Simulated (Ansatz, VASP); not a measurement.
# InGaN in VASP and in Ansatz

```
In Ga N
1.0
     2.96037    0.00000    0.00000
     0.00000    2.96037    0.00000
     0.00000    0.00000    5.73129
In Ga N
1 1 1
Direct
  0.00000 0.00000 0.50000
  0.50000 0.50000 0.00000
  0.00000 0.00000 0.00000
```

Alike in both runs: task relaxation of cell and atoms; functional PBE; k mesh 16 × 16 × 8; occupations gaussian, width 0.1 eV; no spin polarisation.

|  | VASP | Ansatz |
| --- | --- | --- |
| version | VASP 6.6.1 | Ansatz 0.2.0 |
| potentials or method | VASP PAW PBE potentials, release 64 (In_d, Ga_d, N), cutoff 600 eV | scalar-relativistic, plane waves, PAW |
| valence electrons in the cell | 31 | 31 |

VASP gave:

- gap on the k mesh at the Fermi level, each at its own relaxed structure (eV): none
- relaxed volume (Å³/atom): 16.83
- relaxed cell length with the largest relative difference (Å): 5.787

Q: Estimate Ansatz's values.

A: gap on the k mesh at the Fermi level, each at its own relaxed structure (eV): none; relaxed volume (Å³/atom): 16.84; relaxed cell length with the largest relative difference (Å): 5.810.

A gap of «none» marks a metal or a gap that the smearing closes.
